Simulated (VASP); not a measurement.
# SbBr2N2 (Cmmm) in VASP: single point with r2SCAN

Aim: the single point of SbBr2N2 with r2SCAN.

Everything below comes from runs of VASP 6.6.1. Logs are shortened: lines on timing, memory, paths and dates and some standing lists are left out, and cuts for length are marked.

## 1. The cell of the first run

It takes space group Cmmm (No. 65, orthorhombic). The conventional cell has a = 8.367 Å, b = 8.367 Å, c = 4.183 Å, α = 90.00°, β = 90.00°, γ = 90.00°. Within 2.8 Å of Sb (site symmetry mmm) lie 2 N at 2.09 Å. N (site symmetry 2mm) has 1 Sb at 2.09 Å within 2.8 Å. Br (site symmetry m2m) has 2 Sb at 2.96 Å and 8 N at 3.62 Å within 3.9 Å.

## 2. Single point, r2SCAN

File POSCAR:

```
SbBr2N2
1.0
    4.1834510000      4.1834510000      0.0000000000
    4.1834510000     -4.1834510000      0.0000000000
    0.0000000000      0.0000000000     -4.1834510000
Sb N Br
1 2 2
Direct
    0.0000000000      0.0000000000      0.0000000000
    0.2500000000      0.7500000000      0.0000000000
    0.7500000000      0.2500000000      0.0000000000
    0.2500000000      0.2500000000      0.5000000000
    0.7500000000      0.7500000000      0.5000000000
```

File INCAR.step1:

```
SYSTEM = SbBr2N2
PREC     = Accurate       ! precision mode
ENCUT    = 770            ! plane-wave cutoff, eV
ISMEAR   = -1             ! smearing method
SIGMA    = 0.1            ! smearing width, eV
LREAL    = .False.        ! projectors in reciprocal space
LASPH    = .True.         ! aspherical terms in the spheres
NELM     = 120            ! most SCF steps
NBANDS   = 28             ! bands
GGA      = PE             ! functional
ALGO     = Normal         ! electronic algorithm
EDIFF    = 1E-5           ! SCF threshold, eV
LWAVE    = .True.         ! write WAVECAR
LCHARG   = .False.        ! write CHGCAR
GGA_COMPAT= .False.
```

File INCAR.step2:

```
SYSTEM = SbBr2N2
PREC     = Accurate       ! precision mode
ENCUT    = 770            ! plane-wave cutoff, eV
EDIFF    = 1E-6           ! SCF threshold, eV
ISMEAR   = -1             ! smearing method
SIGMA    = 0.1            ! smearing width, eV
LREAL    = .False.        ! projectors in reciprocal space
LASPH    = .True.         ! aspherical terms in the spheres
NELM     = 120            ! most SCF steps
ALGO     = Normal         ! electronic algorithm
ISIF     = 2              ! what is computed and relaxed
LWAVE    = .False.        ! write WAVECAR
LCHARG   = .False.        ! write CHGCAR
METAGGA  = R2SCAN         ! meta-GGA
LMIXTAU  = .True.       
NBANDS   = 28             ! bands
ISTART   = 1            
GGA_COMPAT= .False.
```

File KPOINTS:

```
Automatic mesh
0
Gamma
  3 3 4
  0 0 0
```

Potentials or basis: VASP PAW PBE potentials, release 64 (Sb_d_GW, N, Br).

The run is started by

```bash
> cat potpaw_PBE.64/Sb_d_GW/POTCAR potpaw_PBE.64/N/POTCAR potpaw_PBE.64/Br/POTCAR > POTCAR
> cp INCAR.step1 INCAR
> mpirun -np 1 vasp_std > vasp.out
> cp INCAR.step2 INCAR
> mpirun -np 1 vasp_std > vasp.out
```

OUTCAR:

```text
SYSTEM = SbBr2N2
   PREC = Accurate
   ENCUT = 770
   EDIFF = 1E-6
   ISMEAR = -1
   LREAL = .False.
   LASPH = .True.
   NELM = 120
   ISIF = 2
   METAGGA = R2SCAN
   ISTART = 1

 ion  position               nearest neighbor table
   1  0.000  0.000  0.000-   2 2.09   3 2.09   4 2.96   5 2.96   4 2.96   5 2.96
   2  0.250  0.750  0.000-   1 2.09
   3  0.750  0.250  0.000-   1 2.09
   4  0.250  0.250  0.500-   1 2.96   1 2.96
   5  0.750  0.750  0.500-   1 2.96   1 2.96

  LATTYP: Found a simple tetragonal cell.
 ALAT       =     5.9162931417
 C/A-ratio  =     0.7071067812

  Lattice vectors:

 A1 = (   4.1834510000,   4.1834510000,   0.0000000000)
 A2 = (   4.1834510000,  -4.1834510000,   0.0000000000)
 A3 = (   0.0000000000,   0.0000000000,  -4.1834510000)

Analysis of symmetry for initial positions (statically):
=====================================================================
 Subroutine PRICEL returns:
 Original cell was already a primitive cell.

 Routine SETGRP: Setting up the symmetry group for a
 simple tetragonal supercell.

 Subroutine GETGRP returns: Found  8 space group operations
 (whereof  8 operations were pure point group operations)
 out of a pool of 16 trial point group operations.

The static configuration has the point symmetry D_2h.

Analysis of symmetry for dynamics (positions and initial velocities):
=====================================================================
 Subroutine PRICEL returns:
 Original cell was already a primitive cell.

 Routine SETGRP: Setting up the symmetry group for a
 simple tetragonal supercell.

 Subroutine GETGRP returns: Found  8 space group operations
 (whereof  8 operations were pure point group operations)
 out of a pool of 16 trial point group operations.

The dynamic configuration has the point symmetry D_2h.

 Subroutine INISYM returns: Found  8 space group operations
 (whereof  8 operations are pure point group operations),
 and found     1 'primitive' translations

----------------------------------------------------------------------------------------

                                     Primitive cell

  volume of cell :     146.4313

  direct lattice vectors                    reciprocal lattice vectors
     4.183451000  4.183451000  0.000000000     0.119518551  0.119518551  0.000000000
     4.183451000 -4.183451000  0.000000000     0.119518551 -0.119518551  0.000000000
     0.000000000  0.000000000 -4.183451000     0.000000000  0.000000000 -0.239037101

  length of vectors
     5.916293142  5.916293142  4.183451000     0.169024755  0.169024755  0.239037101

  position of ions in fractional coordinates (direct lattice)
     0.000000000  0.000000000  0.000000000
     0.250000000  0.750000000  0.000000000
     0.750000000  0.250000000  0.000000000
     0.250000000  0.250000000  0.500000000
     0.750000000  0.750000000  0.500000000

  ion indices of the primitive-cell ions
   primitive index   ion index
                 1           1
                 2           2
                 3           3
                 4           4
                 5           5

----------------------------------------------------------------------------------------

 KPOINTS: Automatic mesh

Automatic generation of k-mesh.
 Grid dimensions read from file:
 generate k-points for:    3    3    4

 Generating k-lattice:

  Cartesian coordinates                     Fractional coordinates (reciprocal lattice)
     0.039839517  0.039839517  0.000000000     0.333333333  0.000000000  0.000000000
     0.039839517 -0.039839517  0.000000000     0.000000000  0.333333333  0.000000000
     0.000000000  0.000000000 -0.059759275     0.000000000  0.000000000  0.250000000

  Length of vectors
     0.056341585  0.056341585  0.059759275

  Shift w.r.t. Gamma in fractional coordinates (k-lattice)
     0.000000000  0.000000000  0.000000000

 Subroutine IBZKPT returns following result:
 ===========================================

 Found     12 irreducible k-points:

 Following reciprocal coordinates:
            Coordinates               Weight
  0.000000  0.000000  0.000000      1.000000
  0.333333  0.000000  0.000000      4.000000
  0.333333  0.333333  0.000000      2.000000
 -0.333333  0.333333  0.000000      2.000000
  0.000000  0.000000  0.250000      2.000000
  0.333333  0.000000  0.250000      8.000000
  0.333333  0.333333  0.250000      4.000000
 -0.333333  0.333333  0.250000      4.000000
  0.000000  0.000000  0.500000      1.000000
  0.333333  0.000000  0.500000      4.000000
  0.333333  0.333333  0.500000      2.000000
 -0.333333  0.333333  0.500000      2.000000
   k-points           NKPTS =     12   k-points in BZ     NKDIM =     12   number of bands    NBANDS=     28
   number of dos      NEDOS =    301   number of ions     NIONS =      5
   total plane-waves  NPLWV = 116640
   dimension x,y,z NGX =    54 NGY =   54 NGZ =   40
   dimension x,y,z NGXF=   108 NGYF=  108 NGZF=   80
   ions per type =               1   2   2
   NGX,Y,Z   is equivalent  to a cutoff of  15.17, 15.17, 15.90 a.u.
   NGXF,Y,Z  is equivalent  to a cutoff of  30.35, 30.35, 31.79 a.u.
 SYSTEM =  SbBr2N2
   PREC   = accura    normal or accurate (medium, high low for compatibility)
   ISTART =      1    job   : 0-new  1-cont  2-samecut
   ICHARG =      0    charge: 1-file 2-atom 10-const
   ISPIN  =      1    spin polarized calculation?
   LNONCOLLINEAR =      F non collinear calculations
   LSORBIT =      F    spin-orbit coupling
   LASPH  =      T    aspherical Exc in radial PAW
   ENCUT  =  770.0 eV  56.59 Ry    7.52 a.u.  13.39 13.39  9.47*2*pi/ulx,y,z
   NELM   =    120;   NELMIN=  2; NELMDL=  0     # of ELM steps
   EDIFF  = 0.1E-05   stopping-criterion for ELM
   LREAL  =      F    real-space projection
   EDIFFG = 0.1E-04   stopping-criterion for IOM
   NSW    =      0    number of steps for IOM
   IBRION =     -1    ionic relax: 0-MD 1-quasi-New 2-CG
   NFREE  =      0    steps in history (QN), initial steepest desc. (CG)
   ISIF   =      2    stress and relaxation
   ISYM   =      2    0-nonsym 1-usesym 2-fastsym
   POTIM  = 0.5000    time-step for ionic-motion
   TEBEG  =    0.0;   TEEND  =   0.0 temperature during run
   PSTRESS=    0.0 pullay stress
   NELECT =      39.0000    total number of electrons
   NUPDOWN=      -1.0000    fix difference up-down
   EMIN   =  10.00;   EMAX   =-10.00  energy-range for DOS
   EFERMI =   0.00;   METHOD = LEGACY
   ISMEAR =    -1;   SIGMA  =   0.10  broadening in eV -4-tet -1-fermi 0-gaus
   EFERMI_NEDOS =   21; number of points for ismear=-14 and -15
   IALGO  =     38    algorithm
   IMIX   =      4    mixing-type and parameters
     AMIX     =   0.40;   BMIX     =  1.00
     AMIX_MAG =   1.60;   BMIX_MAG =  1.00
  volume/ion in A,a.u.               =      29.29       197.63
  Fermi-wavevector in a.u.,A,eV,Ry     =   1.053299  1.990447 15.094832  1.109439
  Thomas-Fermi vector in A             =   2.188415
   LORBIT       =      0    0 simple, 1 ext, 2 COOP (PROOUT), +10 PAW based schemes
   METAGGA = R2SCAN    functional components
   LHFCALC =     F    Hartree Fock is set to
   AEXX    =    0.0000 exact exchange contribution
   IVDW    =     0    specifies the selected vdW correction
   LEPSILON=     F    determine dielectric tensor
   LRPA    =     F    only Hartree local field effects (RPA)
 non-spin polarized calculation
  energy-cutoff  :      770.00
  volume of cell :      146.43
 maximum number of plane-waves:      7135
 NGX is ok and might be reduce to    54
   NGX = 27   NGY = 27   NGZ = 19

 number of electron      38.9999995 magnetization

 Free energy of the ion-electron system (eV)
  ---------------------------------------------------
  ext. energy  EPLUGINS =         0.00000000
  ---------------------------------------------------
  free energy    TOTEN  =       -61.59512905 eV

  energy without entropy =      -61.20498324  energy(sigma->0) =      -61.40005614

 E-fermi :  -0.9052     XC(G=0):  -8.3367

 val. band max:       -0.9096500600   @ k =  -0.3333   0.3333   0.5000
 cond. band min:      -0.9041152616   @ k =  -0.3333   0.3333   0.5000
 fundamental gap:      0.0055347983
 Fermi energy:        -0.9051880929

 k-point     1 :       0.0000    0.0000    0.0000
  band No.  band energies     occupation
      1     -31.0146      2.00000
      2     -31.0054      2.00000
      3     -30.8596      2.00000
      4     -30.7938      2.00000
      5     -30.7927      2.00000
      6     -15.8745      2.00000
[... 20 lines left out ...]
     27       6.6194      0.00000
     28       9.6965      0.00000

 k-point     2 :       0.3333    0.0000    0.0000
  band No.  band energies     occupation
      1     -31.0146      2.00000
      2     -31.0054      2.00000
      3     -30.8596      2.00000
      4     -30.7938      2.00000
      5     -30.7927      2.00000
      6     -15.7884      2.00000
[... 20 lines left out ...]
     27       7.5661      0.00000
     28       9.6212      0.00000

 k-point     3 :       0.3333    0.3333    0.0000
  band No.  band energies     occupation
      1     -31.0146      2.00000
      2     -31.0054      2.00000
      3     -30.8596      2.00000
      4     -30.7938      2.00000
      5     -30.7927      2.00000
      6     -15.7132      2.00000
[... 20 lines left out ...]
     27       7.8144      0.00000
     28       9.0229      0.00000

 k-point     4 :      -0.3333    0.3333    0.0000
  band No.  band energies     occupation
      1     -31.0146      2.00000
      2     -31.0054      2.00000
      3     -30.8596      2.00000
      4     -30.7938      2.00000
      5     -30.7927      2.00000
      6     -15.7250      2.00000
[... 206 lines left out ...]
     27       8.7167      0.00000
     28       9.0173      0.00000

 k-point    11 :       0.3333    0.3333    0.5000
  band No.  band energies     occupation
      1     -31.0104      2.00000
      2     -31.0087      2.00000
      3     -30.8576      2.00000
      4     -30.7950      2.00000
      5     -30.7925      2.00000
      6     -15.2209      2.00000
[... 20 lines left out ...]
     27       9.0367      0.00000
     28       9.1994      0.00000

 k-point    12 :      -0.3333    0.3333    0.5000
  band No.  band energies     occupation
      1     -31.0104      2.00000
      2     -31.0087      2.00000
      3     -30.8576      2.00000
      4     -30.7950      2.00000
      5     -30.7925      2.00000
      6     -15.2390      2.00000
[... 20 lines left out ...]
     27       9.0719      0.00000
     28       9.2435      0.00000

------------------------ aborting loop because EDIFF is reached ----------------------------------------

  FORCE on cell =-STRESS in cart. coord.  units (eV):
  Direction    XX          YY          ZZ          XY          YZ          ZX
  --------------------------------------------------------------------------------------
  -------------------------------------------------------------------------------------
  Total       -4.6928115     -9.8889379     -4.0703825      0.0000000      0.0000000      0.0000000
  in kB      -51.3463569   -108.1997301    -44.5360558      0.0000000      0.0000000      0.0000000
  external PRESSURE =     -68.0273809 kB  Pullay stress =       0.0000000 kB

 VOLUME and BASIS-vectors are now :
 -----------------------------------------------------------------------------
  energy-cutoff  :      770.00
  volume of cell :      146.43
      direct lattice vectors                 reciprocal lattice vectors
     4.183451000  4.183451000  0.000000000     0.119518551  0.119518551  0.000000000
     4.183451000 -4.183451000  0.000000000     0.119518551 -0.119518551  0.000000000
     0.000000000  0.000000000 -4.183451000     0.000000000  0.000000000 -0.239037101

 POSITION                                       TOTAL-FORCE (eV/Angst)
 -----------------------------------------------------------------------------------
      0.00000      0.00000      0.00000         0.000000      0.000000      0.000000
      4.18345     -2.09173      0.00000         0.000000     -1.995999      0.000000
      4.18345      2.09173      0.00000         0.000000      1.995999     -0.000000
      2.09173      0.00000     -2.09173        -0.694063      0.000000      0.000000
      6.27518      0.00000     -2.09173         0.694063      0.000000      0.000000
 -----------------------------------------------------------------------------------
    total drift:                                0.000000     -0.000000     -0.000000

  FREE ENERGIE OF THE ION-ELECTRON SYSTEM (eV)
  ---------------------------------------------------
  free  energy   TOTEN  =       -61.5951290452 eV

  energy  without entropy=      -61.2049832413  energy(sigma->0) =      -61.40005614
```

Run time: 3.1 min. Hardware: 1 thread of Intel Xeon 6975P-C (Granite Rapids), shared host; peak memory 0.44 GiB.

Results:

```yaml
Free_energy: -61.5951 eV
Pressure: -6.8 GPa
Largest_force: 1.996 eV/Å
Band_gap_on_the_k_mesh: zero (an odd number of electrons rules out a gap without spin polarisation)
```

Forces on the atoms (eV/Å):
```
Sb   0.000  0.000  0.000
N    0.000 -1.996  0.000
N    0.000  1.996  0.000
Br  -0.694  0.000  0.000
Br   0.694  0.000  0.000
```

Caveat: the k points lie up to 0.38 Å⁻¹ apart, too coarse for converged energies and pressures of a metal; the PAW data sets were made with another functional, which shifts forces and pressure a little; spin-orbit coupling is left out, which moves the levels of the heavy elements; an odd number of electrons without spin polarisation forces a metal; a magnetic or distorted state may lie lower.
